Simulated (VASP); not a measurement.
# Mg16S15Cl (a cell with a defect) in VASP: single point with PBE

Aim: the single point of Mg16S15Cl (a cell with a defect) with PBE.

Everything below comes from runs of VASP 6.6.1. Logs are shortened: lines on timing, memory, paths and dates and some standing lists are left out, and cuts for length are marked.

### Step 1. The cell of the first run

The cell holds a defect, 32 atoms: a = 9.058 Å, b = 9.058 Å, c = 9.058 Å, α = 109.47°, β = 109.47°, γ = 109.47°.

### Step 2. Single point, PBE, collinear spin

The input, INCAR:

```
PREC = Accurate ; ENCUT = 520
EDIFF = 1E-7 ; ISMEAR = 0
SIGMA = 0.01 ; LREAL = Auto
LASPH = T ; NELM = 150
ALGO = Normal ; ISIF = 2
LWAVE = F ; LCHARG = F
ISPIN = 2 ; MAGMOM = 0.143 0 0.143 0.143 0 0.143 0 0 0 0 0 0 0 0.143 0.143 0 0.143 0 0 0 0 0 0 0 0 0 0 0 0 0 0 0
LORBIT = 11 ; GGA = PE
NBANDS = 90
```

The input, KPOINTS:

```
Automatic mesh
0
Gamma
  2 2 2
  0.5 0.5 0.5
```

The input, POSCAR:

```
Mg16S15Cl
1.0
    5.2297550321     -5.2297550321     -5.2297550321
   -5.2297550321     -5.2297550321      5.2297550321
   -5.2297550321      5.2297550321     -5.2297550321
Mg Cl S
16 1 15
Direct
    0.2500000000      0.2391889195      0.4891889195
    0.2500000000      0.5000000000      0.2500000000
    0.2500000000      0.7608110805      0.0108110805
   -0.0108110805      0.2391889195      0.7500000000
    0.2500000000      0.0000000000      0.7500000000
   -0.0108110805      0.5000000000      0.4891889195
    0.0000000000      0.7500000000      0.2500000000
    0.7500000000      0.2500000000      0.0000000000
    1.0000000000      1.0000000000      1.0000000000
    0.7500000000      0.5000000000      0.7500000000
    0.7500000000      0.7500000000      0.5000000000
    0.5000000000      0.2500000000      0.2500000000
    0.7500000000      0.0000000000      0.2500000000
    0.5108110805      0.5000000000      0.0108110805
    0.5108110805      0.7608110805      0.7500000000
    0.5000000000      0.0000000000      0.5000000000
    0.2500000000      0.5000000000      0.7500000000
    0.2500000000      0.7481353726      0.5018646274
    0.2500000000      0.0000000000      0.2500000000
    0.0018646274      0.5000000000     -0.0018646274
    0.2500000000      0.2518646274     -0.0018646274
    0.0018646274      0.7481353726      0.7500000000
    0.0018646274      0.0037292548      0.5018646274
    0.7500000000      0.5000000000      0.2500000000
    0.0018646274      0.2518646274      0.2537292548
    0.7462707452      0.7481353726     -0.0018646274
    0.7500000000      0.0000000000      0.7500000000
    0.4981353726      0.5000000000      0.5018646274
    0.7537292548      0.2518646274      0.5018646274
    0.4981353726      0.7481353726      0.2462707452
    0.4981353726     -0.0037292548     -0.0018646274
    0.4981353726      0.2518646274      0.7500000000
```

Potentials or basis: VASP PAW PBE potentials, release 64 (Mg, Cl, S).

Started as:

```console
$ cat potpaw_PBE.64/Mg/POTCAR potpaw_PBE.64/Cl/POTCAR potpaw_PBE.64/S/POTCAR > POTCAR
$ mpirun -np 1 vasp_std > vasp.out
```

OUTCAR:

```text
PREC = Accurate
   ENCUT = 520
   EDIFF = 1E-7
   ISMEAR = 0
   LREAL = Auto
   LASPH = T
   NELM = 150
   ISIF = 2
   ISPIN = 2
   LORBIT = 11
   GGA = PE

 ion  position               nearest neighbor table
   1  0.250  0.239  0.489-  19 2.50  28 2.60  32 2.60  23 2.60  25 2.60  17 2.73   7 3.62   9 3.62
                            16 3.62  12 3.62
   2  0.250  0.500  0.250-  25 2.62  30 2.62  21 2.62  18 2.62  28 2.62  20 2.62
   3  0.250  0.761  0.011-  19 2.50  20 2.60  22 2.60  30 2.60  31 2.60  17 2.73   9 3.62  12 3.62
                            16 3.62   7 3.62
   4  0.989  0.239  0.750-  27 2.50  21 2.60  20 2.60  23 2.60  29 2.60  17 2.73  11 3.62  16 3.62
                             8 3.62   9 3.62
   5  0.250  0.000  0.750-  23 2.62  31 2.62  22 2.62  18 2.62  21 2.62  32 2.62
   6  0.989  0.500  0.489-  24 2.50  22 2.60  18 2.60  25 2.60  29 2.60  17 2.73   8 3.62  11 3.62
                            12 3.62   7 3.62
   7  0.000  0.750  0.250-  19 2.61  24 2.61  23 2.63  26 2.63  20 2.63  18 2.63   1 3.62  14 3.62
                             6 3.62   3 3.62
   8  0.750  0.250  0.000-  24 2.61  27 2.61  25 2.63  31 2.63  20 2.63  32 2.63   6 3.62  14 3.62
                             4 3.62  15 3.62
   9  0.000  0.000  0.000-  19 2.61  27 2.61  26 2.63  25 2.63  22 2.63  21 2.63   1 3.62   3 3.62
                             4 3.62  15 3.62
  10  0.750  0.500  0.750-  26 2.62  29 2.62  20 2.62  28 2.62  22 2.62  32 2.62
[... 13 lines left out ...]
  19  0.250  0.000  0.250-   1 2.50   3 2.50   7 2.61   9 2.61  12 2.61  16 2.61
  20  0.002  0.500  0.998-   3 2.60   4 2.60   2 2.62  10 2.62   8 2.63   7 2.63
  21  0.250  0.252  0.998-   4 2.60  14 2.60   5 2.62   2 2.62  12 2.63   9 2.63
  22  0.002  0.748  0.750-   3 2.60   6 2.60   5 2.62  10 2.62   9 2.63  11 2.63
[... 8 lines left out ...]
  31  0.498  0.996  0.998-   3 2.60  15 2.60   5 2.62  13 2.62   8 2.63  12 2.63
  32  0.498  0.252  0.750-   1 2.60  14 2.60  10 2.62   5 2.62   8 2.63  16 2.63

  LATTYP: Found a body centered cubic cell.
 ALAT       =    10.4595100642

  Lattice vectors:

 A1 = (   5.2297550321,  -5.2297550321,  -5.2297550321)
 A2 = (  -5.2297550321,  -5.2297550321,   5.2297550321)
 A3 = (  -5.2297550321,   5.2297550321,  -5.2297550321)

Analysis of symmetry for initial positions (statically):
=====================================================================
 Subroutine PRICEL returns:
 Original cell was already a primitive cell.

 Routine SETGRP: Setting up the symmetry group for a
 body centered cubic supercell.

 Subroutine GETGRP returns: Found 48 space group operations
 (whereof  8 operations were pure point group operations)
 out of a pool of 48 trial point group operations.

The static configuration has the point symmetry D_2d.
 The point group associated with its full space group is O_h .

Analysis of symmetry for dynamics (positions and initial velocities):
=====================================================================
 Subroutine PRICEL returns:
 Original cell was already a primitive cell.

 Routine SETGRP: Setting up the symmetry group for a
 body centered cubic supercell.

 Subroutine GETGRP returns: Found 48 space group operations
 (whereof  8 operations were pure point group operations)
 out of a pool of 48 trial point group operations.

The dynamic configuration has the point symmetry D_2d.
 The point group associated with its full space group is O_h .

Analysis of structural, dynamic, and magnetic symmetry:
=====================================================================
 Subroutine PRICEL returns:
 Original cell was already a primitive cell.

 Routine SETGRP: Setting up the symmetry group for a
 body centered cubic supercell.

 Subroutine GETGRP returns: Found 48 space group operations
 (whereof  8 operations were pure point group operations)
 out of a pool of 48 trial point group operations.

The overall configuration has the point symmetry D_2d.
 The point group associated with its full space group is O_h .

 Subroutine INISYM returns: Found 48 space group operations
 (whereof  8 operations are pure point group operations),
 and found     1 'primitive' translations

----------------------------------------------------------------------------------------

                                     Primitive cell
[... 115 lines left out ...]
   ions per type =              16   1  15
   NGX,Y,Z   is equivalent  to a cutoff of  12.85, 12.85, 12.85 a.u.
   NGXF,Y,Z  is equivalent  to a cutoff of  25.69, 25.69, 25.69 a.u.
 SYSTEM =  unknown system
   PREC   = accura    normal or accurate (medium, high low for compatibility)
   ISTART =      0    job   : 0-new  1-cont  2-samecut
   ICHARG =      2    charge: 1-file 2-atom 10-const
   ISPIN  =      2    spin polarized calculation?
   LNONCOLLINEAR =      F non collinear calculations
   LSORBIT =      F    spin-orbit coupling
   LASPH  =      T    aspherical Exc in radial PAW
   ENCUT  =  520.0 eV  38.22 Ry    6.18 a.u.  16.84 16.84 16.84*2*pi/ulx,y,z
   NELM   =    150;   NELMIN=  2; NELMDL= -5     # of ELM steps
   EDIFF  = 0.1E-06   stopping-criterion for ELM
   LREAL  =      T    real-space projection
   EDIFFG = 0.1E-05   stopping-criterion for IOM
   NSW    =      0    number of steps for IOM
   IBRION =     -1    ionic relax: 0-MD 1-quasi-New 2-CG
   NFREE  =      0    steps in history (QN), initial steepest desc. (CG)
   ISIF   =      2    stress and relaxation
   ISYM   =      2    0-nonsym 1-usesym 2-fastsym
   POTIM  = 0.5000    time-step for ionic-motion
   TEBEG  =    0.0;   TEEND  =   0.0 temperature during run
   PSTRESS=    0.0 pullay stress
   NELECT =     129.0000    total number of electrons
   NUPDOWN=      -1.0000    fix difference up-down
   EMIN   =  10.00;   EMAX   =-10.00  energy-range for DOS
   EFERMI =   0.00;   METHOD = LEGACY
   ISMEAR =     0;   SIGMA  =   0.01  broadening in eV -4-tet -1-fermi 0-gaus
   EFERMI_NEDOS =   21; number of points for ismear=-14 and -15
   IALGO  =     38    algorithm
   IMIX   =      4    mixing-type and parameters
     AMIX     =   0.40;   BMIX     =  1.00
     AMIX_MAG =   1.60;   BMIX_MAG =  1.00
  volume/ion in A,a.u.               =      17.88       120.66
  Fermi-wavevector in a.u.,A,eV,Ry     =   0.996407  1.882936 13.508227  0.992827
  Thomas-Fermi vector in A             =   2.128493
   LORBIT       =     11    0 simple, 1 ext, 2 COOP (PROOUT), +10 PAW based schemes
   GGA     = PE    functional components
   LHFCALC =     F    Hartree Fock is set to
   AEXX    =    0.0000 exact exchange contribution
   IVDW    =     0    specifies the selected vdW correction
   LEPSILON=     F    determine dielectric tensor
   LRPA    =     F    only Hartree local field effects (RPA)
 spin polarized calculation
 Gauss-broadening in eV      SIGMA  =   0.01
  energy-cutoff  :      520.00
  volume of cell :      572.14
 maximum number of plane-waves:     15375
 NGX is ok and might be reduce to    70
   NGX = 33   NGY = 33   NGZ = 33

 number of electron     128.9999999 magnetization       0.4999992

 Free energy of the ion-electron system (eV)
  ---------------------------------------------------
  ext. energy  EPLUGINS =         0.00000000
  ---------------------------------------------------
  free energy    TOTEN  =      -132.09422790 eV

  energy without entropy =     -132.09229962  energy(sigma->0) =     -132.09326376

 E-fermi :   6.9696     XC(G=0):  -9.6219

 val. band max:        6.9249175228   @ k =  -0.2500   0.2500   0.2500
 cond. band min:       6.9726194682   @ k =  -0.2500   0.2500   0.2500
 fundamental gap:      0.0477019454
 Fermi energy:         6.9695737663

 spin component 1

 k-point     1 :       0.2500    0.2500    0.2500
  band No.  band energies     occupation
      1     -12.0895      1.00000
      2      -8.4671      1.00000
      3      -8.4671      1.00000
      4      -8.4671      1.00000
      5      -8.2004      1.00000
      6      -7.6820      1.00000
[... 147 lines left out ...]
     75       8.8883      0.00000
     76       8.8929      0.00000
 Fermi energy:         6.9695737663

 spin component 2

 k-point     1 :       0.2500    0.2500    0.2500
  band No.  band energies     occupation
      1     -12.0839      1.00000
      2      -8.4597      1.00000
      3      -8.4597      1.00000
      4      -8.4597      1.00000
      5      -8.1942      1.00000
      6      -7.6774      1.00000
[... 147 lines left out ...]
     75       8.9120      0.00000
     76       8.9133      0.00000
 [bands above 76 left out]

------------------------ aborting loop because EDIFF is reached ----------------------------------------

  FORCE on cell =-STRESS in cart. coord.  units (eV):
  Direction    XX          YY          ZZ          XY          YZ          ZX
  --------------------------------------------------------------------------------------
  -------------------------------------------------------------------------------------
  Total        2.9462342      2.9462342      2.9462342     -0.0000000     -0.0000000      0.0000000
  in kB        8.2503775      8.2503775      8.2503775     -0.0000000     -0.0000000      0.0000000
  external PRESSURE =       8.2503775 kB  Pullay stress =       0.0000000 kB

 VOLUME and BASIS-vectors are now :
 -----------------------------------------------------------------------------
  energy-cutoff  :      520.00
  volume of cell :      572.14
      direct lattice vectors                 reciprocal lattice vectors
     5.229755032 -5.229755032 -5.229755032     0.000000000 -0.095606773 -0.095606773
    -5.229755032 -5.229755032  5.229755032    -0.095606773 -0.095606773  0.000000000
    -5.229755032  5.229755032 -5.229755032    -0.095606773  0.000000000 -0.095606773

 POSITION                                       TOTAL-FORCE (eV/Angst)
 -----------------------------------------------------------------------------------
     -2.50180      0.00000     -2.61488         0.011782      0.000000     -0.000000
     -2.61488     -2.61488      0.00000         0.000000      0.000000     -0.000000
     -2.72796     -5.22976      2.61488        -0.011782      0.000000     -0.000000
     -0.00000     -2.50180     -7.84463         0.000000      0.011782     -0.000000
     -2.61488      2.61488     -5.22976         0.000000      0.000000     -0.000000
      0.00000     -5.22976     -5.11668         0.000000      0.000000      0.011782
[... 24 lines left out ...]
     -7.82513     -2.59537     -2.61488        -0.003218     -0.003218     -0.000000
     -2.63438      0.00000     -5.21025         0.003218      0.000000     -0.003218
 -----------------------------------------------------------------------------------
    total drift:                                0.000000      0.000000     -0.000000

  FREE ENERGIE OF THE ION-ELECTRON SYSTEM (eV)
  ---------------------------------------------------
  free  energy   TOTEN  =      -132.0942279010 eV

  energy  without entropy=     -132.0922996220  energy(sigma->0) =     -132.09326376

 total charge

# of ion       s       p       d       tot
------------------------------------------
    1        0.152   0.125   0.038   0.315
    2        0.145   0.124   0.038   0.307
    3        0.152   0.125   0.038   0.315
    4        0.152   0.125   0.038   0.315
    5        0.145   0.124   0.038   0.307
    6        0.152   0.125   0.038   0.315
[... 24 lines left out ...]
   31        1.315   2.486   0.000   3.801
   32        1.315   2.486   0.000   3.801
--------------------------------------------------
tot         23.713  42.877   0.595  67.186

 magnetization (x)

# of ion       s       p       d       tot
------------------------------------------
    1        0.009   0.001   0.000   0.010
    2        0.006   0.001   0.000   0.007
    3        0.009   0.001   0.000   0.010
    4        0.009   0.001   0.000   0.010
    5        0.006   0.001   0.000   0.007
    6        0.009   0.001   0.000   0.010
[... 24 lines left out ...]
   31        0.001  -0.002   0.000  -0.001
   32        0.001  -0.002   0.000  -0.001
--------------------------------------------------
tot          0.150  -0.015   0.001   0.136
```

Wall time 17 min (1 thread of Intel Xeon 8259CL, shared host); peak memory 1 GiB.

Results:

| Quantity | Value |
| --- | --- |
| Free energy | -132.0942 eV |
| Pressure | 0.8 GPa |
| Largest force | 0.012 eV/Å |
| Net moment | 0.50 μB per cell |
| Valence electrons inside the program's atomic spheres | Mg 0.32, 0.31, 0.30 (each value once); Cl 5.17; S 3.80, 3.82 (each value once) |

Forces in eV/Å, atoms in the order of the input:
```
Mg   0.012  0.000  0.000
Mg   0.000  0.000  0.000
Mg  -0.012  0.000  0.000
Mg   0.000  0.012  0.000
Mg   0.000  0.000  0.000
Mg   0.000  0.000  0.012
Mg   0.000  0.000  0.000
Mg   0.000  0.000  0.000
Mg   0.000  0.000  0.000
Mg   0.000  0.000  0.000
Mg   0.000  0.000  0.000
Mg   0.000  0.000  0.000
Mg   0.000  0.000  0.000
Mg   0.000  0.000 -0.012
Mg   0.000 -0.012  0.000
Mg   0.000  0.000  0.000
Cl   0.000  0.000  0.000
S    0.000 -0.003  0.003
S    0.000  0.000  0.000
S   -0.003  0.003  0.000
S    0.000  0.003 -0.003
S   -0.003  0.000  0.003
S    0.003  0.003  0.000
S    0.000  0.000  0.000
S    0.003  0.000  0.003
S    0.000 -0.003 -0.003
S    0.000  0.000  0.000
S    0.003 -0.003  0.000
S    0.000  0.003  0.003
S   -0.003  0.000 -0.003
S   -0.003 -0.003  0.000
S    0.003  0.000 -0.003
```

Levels at points of the mesh, in eV from the Fermi level:
Spin up:
| k point | band 62 | band 63 | band 64 | band 65 | band 66 | band 67 |
| --- | --- | --- | --- | --- | --- | --- |
| (0.25, 0.25, 0.25) | -3.69 | -3.69 | -3.69 | 0.71 | 0.91 | 0.91 |
Spin down:
| k point | band 62 | band 63 | band 64 | band 65 | band 66 | band 67 |
| --- | --- | --- | --- | --- | --- | --- |
| (0.25, 0.25, 0.25) | -3.68 | -3.68 | -3.68 | 0.75 | 0.96 | 0.96 |

Caveat: the k points lie up to 0.42 Å⁻¹ apart.
